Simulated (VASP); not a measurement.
Input of a VASP 6.6.1 run:

File INCAR:

```
SYSTEM = Hf
PREC     = Accurate       ! precision mode
ENCUT    = 520            ! plane-wave cutoff, eV
EDIFF    = 1E-6           ! SCF threshold, eV
ISMEAR   = -1             ! smearing method
SIGMA    = 0.1            ! smearing width, eV
LREAL    = .False.        ! projectors in reciprocal space
LASPH    = .True.         ! aspherical terms in the spheres
NELM     = 100            ! most SCF steps
ALGO     = Normal         ! electronic algorithm
ISIF     = 2              ! what is computed and relaxed
LWAVE    = .False.        ! write WAVECAR
LCHARG   = .True.         ! write CHGCAR
GGA      = RE             ! functional
LELF     = .True.         ! ELF
LVHAR    = .True.       
NBANDS   = 22             ! bands
```

File KPOINTS:

```
Automatic mesh
0
Gamma
  8 8 11
  0 0 0
```

The input POSCAR:

```
Hf
1.0
    5.0942279011      0.0000000000      0.0000000000
   -2.5471139505      4.4117307750      0.0000000000
    0.0000000000      0.0000000000      3.1607440821
Hf
3
Direct
    1.0000000000      1.0000000000      0.0000000000
    0.3333333333      0.6666666667      0.5000000000
    0.6666666667      0.3333333333      0.5000000000
```

Potentials or basis: VASP PAW PBE potentials, release 64 (Hf_pv).

Launch:

```bash
$ cat potpaw_PBE.64/Hf_pv/POTCAR > POTCAR
$ mpirun -np 1 vasp_std > vasp.out
```

(1) Predict the pressure.

(2) Predict the band gap on the k mesh.

Results:

(1) -4.2 GPa.

(2) zero (bands 15 and 16 overlap by 0.84 eV).

Caveat: the cell stands under tension; the PAW data sets were made with another functional, which shifts forces and pressure a little; spin-orbit coupling is left out, which moves the levels of the heavy elements.
